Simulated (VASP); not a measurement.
H10CO6, 17 atoms in the cell. The cell holds a disordered packing, 17 atoms: a = 5.677 Å, b = 5.677 Å, c = 5.677 Å, α = 90.00°, β = 90.00°, γ = 90.00°. 

* Program: VASP 6.6.1
* Task: molecular dynamics
* Functional: LDA
* Potentials or basis: VASP PAW LDA potentials, release 64 (O, H, C)
* Cutoff: 440 eV
* k mesh: 1 × 1 × 1
* Occupations: fermi-dirac, width 0.05 eV
* Spin: no spin polarisation
* Dipole correction: no
* Further INCAR settings: PREC = Normal; ALGO = Normal; EDIFF = 1e-05; ISYM = 0; MAXMIX = 40; IBRION = 0; POTIM = 0.5; NSW = 40

Potentials or basis: VASP PAW LDA potentials, release 64 (O, H, C).

Run with:

```console
$ cat potpaw_LDA.64/O/POTCAR potpaw_LDA.64/H/POTCAR potpaw_LDA.64/C/POTCAR > POTCAR
$ mpirun -np 1 vasp_gam > vasp.out
```

Hardware: 1 thread of AMD EPYC 7R43 64-Core Processor (Zen 3), on a shared host.

**Question.** How long does it take, and how much memory?

**Answer.** It took 51 s on 1 thread of AMD EPYC 7R43 64-Core Processor (Zen 3), with other jobs on the host, peak memory 0.13 GiB. Counts: scf iterations 179, k points 1, ion steps 40.
